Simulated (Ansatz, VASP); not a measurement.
# One calculation of Se, two programs

```
Se
1.0
     3.58846    0.00000    0.00000
    -1.79423    3.10769    0.00000
     0.00000    0.00000    5.62005
Se
2
Direct
  0.33333 0.66667 0.00000
  0.66667 0.33333 0.00000
```

Alike in both runs: task relaxation of cell and atoms; functional PBE; k mesh 6 × 6 × 4; occupations gaussian, width 0.1 eV; no spin polarisation.

```csv
,VASP,Ansatz
version,VASP 6.6.1,Ansatz 0.2.0
potentials or method,"VASP PAW PBE potentials, release 64 (Se), cutoff 600 eV","scalar-relativistic, plane waves, PAW"
valence electrons in the cell,12,32
```

```csv
,VASP,Ansatz,Ansatz less VASP
"gap on the k mesh at the Fermi level, each at its own relaxed structure (eV)",none,none,-
relaxed volume (Å³/atom),48.21,41.47,-6.736
relaxed cell length with the largest relative difference (Å),5.619,4.857,-0.7616
```

A gap of «none» marks a metal or a gap that the smearing closes. One of these differences is far larger than is usual between the two programs; its cause wasn't traced. VASP's potentials hold 12 valence electrons a cell and Ansatz's 32, so a difference there can come from the potentials and not from the codes.

Noted on VASP's run: the volume moved by over 15 % at a fixed basis, so the end points are rough.
